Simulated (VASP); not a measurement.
Input of a VASP 6.6.1 run:

The input POSCAR:

```
Ta2N
1.0
    3.1128615060      0.0000000000      0.0000000000
   -1.5564307530      2.6958171426      0.0000000000
    0.0000000000      0.0000000000      4.8698410000
Ta N
2 1
Direct
    0.3333333333      0.6666666667      0.2547110000
    0.6666666667      0.3333333333      0.7452890000
    0.0000000000      0.0000000000      0.0000000000
```

Contents of INCAR.step1:

```
SYSTEM = Ta2N
PREC = Accurate
ENCUT = 520
ISMEAR = -1
SIGMA = 0.05
LREAL = .False.
LASPH = .True.
NELM = 150
LMAXMIX = 4
LDAU = .True.
LDAUTYPE = 2
LDAUL = 2 -1
LDAUU = 1 0
LDAUJ = 0 0
NBANDS = 20
GGA = PE
ALGO = Normal
EDIFF = 1E-4
LWAVE = .True.
LCHARG = .False.
```

File INCAR.step2:

```
SYSTEM = Ta2N
PREC = Accurate
ENCUT = 520
EDIFF = 1E-6
ISMEAR = -1
SIGMA = 0.05
LREAL = .False.
LASPH = .True.
NELM = 150
ALGO = Normal
ISIF = 2
LWAVE = .False.
LCHARG = .True.
LMAXMIX = 4
LDAU = .True.
LDAUTYPE = 2
LDAUL = 2 -1
LDAUU = 1 0
LDAUJ = 0 0
LDAUPRINT = 1
METAGGA = R2SCAN
LMIXTAU = .True.
LELF = .True.
LVHAR = .True.
NBANDS = 20
ISTART = 1
```

Contents of KPOINTS:

```
regular mesh
0
Gamma
  10 10 6
  0 0 0
```

Potentials or basis: VASP PAW PBE potentials, release 64 (Ta_pv, N).

The run is started by

```bash
$ cat potpaw_PBE.64/Ta_pv/POTCAR potpaw_PBE.64/N/POTCAR > POTCAR
$ cp INCAR.step1 INCAR
$ mpirun -np 1 vasp_std > vasp.out
$ cp INCAR.step2 INCAR
$ mpirun -np 1 vasp_std > vasp.out
```

Estimate the pressure.

-1.5 GPa.

Predict the largest force.

0.295 eV/Å.

Eigenvalues of the final occupation matrices:
```csv
site,spin,trace,eigenvalues
site 1 d,1,1.18,0.22 0.22 0.24 0.24 0.25
site 1 d,2,1.18,0.22 0.22 0.24 0.24 0.25
site 2 d,1,1.18,0.22 0.22 0.24 0.24 0.25
site 2 d,2,1.18,0.22 0.22 0.24 0.24 0.25
```

Caveat: the PAW data sets were made with another functional, which shifts forces and pressure a little; spin-orbit coupling is left out, which moves the levels of the heavy elements; U without spin polarisation on a metal has little footing.
